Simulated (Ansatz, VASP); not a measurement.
## SiO2: VASP beside Ansatz

Contents of POSCAR:

```
SiO2
1.0
    4.9837826479      0.0000000000      0.0000000000
   -2.4918913239      4.3160823800      0.0000000000
    0.0000000000      0.0000000000      5.4579692986
Si O
3 6
Direct
    0.0000000000      0.5000000000      0.3333333333
    0.5000000000      0.5000000000      0.6666666667
    0.5000000000      0.0000000000      0.0000000000
    0.5834989535      0.7917494768      0.8333333333
    0.7917494768      0.5834989535      0.5000000000
    0.7917494768      0.2082505232      0.1666666667
    0.4165010465      0.2082505232      0.8333333333
    0.2082505232      0.4165010465      0.5000000000
    0.2082505232      0.7917494768      0.1666666667
```

INCAR.step1

```
PREC = Accurate
ENCUT = 520
ISMEAR = 0
SIGMA = 0.05
LREAL = False
LASPH = True
NELM = 100
NBANDS = 34
GGA = PE
ALGO = Normal
EDIFF = 1E-4
LWAVE = True
LCHARG = False
```

INCAR.step2

```
PREC = Accurate
ENCUT = 520
EDIFF = 1E-6
ISMEAR = 0
SIGMA = 0.05
LREAL = False
LASPH = True
NELM = 100
ALGO = Normal
ISIF = 2
LWAVE = False
LCHARG = False
METAGGA = R2SCAN
LMIXTAU = True
NBANDS = 34
ISTART = 1
```

KPOINTS

```
Automatic mesh
0
Gamma
  6 6 4
```

Input for Ansatz:

```yaml
crystal:
  lattice:
    - [4.9837826479, 0.0, 0.0]
    - [-2.4918913239, 4.31608238, 0.0]
    - [0.0, 0.0, 5.4579692986]
  atoms:
    - { symbol: Si, position: [0.0, 0.5, 0.3333333333] }
    - { symbol: Si, position: [0.5, 0.5, 0.6666666667] }
    - { symbol: Si, position: [0.5, 0.0, 0.0] }
    - { symbol: O, position: [0.5834989535, 0.7917494768, 0.8333333333] }
    - { symbol: O, position: [0.7917494768, 0.5834989535, 0.5] }
    - { symbol: O, position: [0.7917494768, 0.2082505232, 0.1666666667] }
    - { symbol: O, position: [0.4165010465, 0.2082505232, 0.8333333333] }
    - { symbol: O, position: [0.2082505232, 0.4165010465, 0.5] }
    - { symbol: O, position: [0.2082505232, 0.7917494768, 0.1666666667] }
basis:
  ecutwfc: 500
kpoints:
  mp_grid: { grid: [6, 6, 4] }
hamiltonian:
  xc: r2scan
scf:
  occupations: { method: gaussian, width: 0.05 }
output:
  forces: true
  stress: true
  eigenvalues: true
```

Change from the starting cell: strain -0.015 along x and y, -0.015 along z, atoms carried along.

Alike in both runs: task single point; functional r2SCAN; k mesh 6 × 6 × 4; occupations gaussian, width 0.05 eV; no spin polarisation.

|  | VASP | Ansatz |
| --- | --- | --- |
| version | VASP 6.6.1 | Ansatz 0.2.0 |
| potentials or method | VASP PAW PBE potentials, release 64 (Si, O), cutoff 520 eV | scalar-relativistic, plane waves, PAW |
| valence electrons in the cell | 48 | 48 |

|  | VASP | Ansatz | Ansatz less VASP |
| --- | --- | --- | --- |
| gap on the k mesh at the Fermi level (eV) | 6.51 | 6.51 | +0.005 |
| least direct gap on the mesh (eV) | 6.71 | 6.71 | +0.001 |
| pressure (GPa) | 9.6 | 9.4 | -0.20 |
| traceless stress, the component that is largest in VASP (GPa) | 0.08 | 0.04 | -0.039 |
| rms of the force components (eV/Å) | 0.178 | 0.183 | +0.0059 |

VASP's potentials were made for PBE, not for r2SCAN. Atom by atom the forces differ by 0.006 eV/Å (rms over components). With one functional, cell and mesh, what is left measures potentials, basis and numerics.
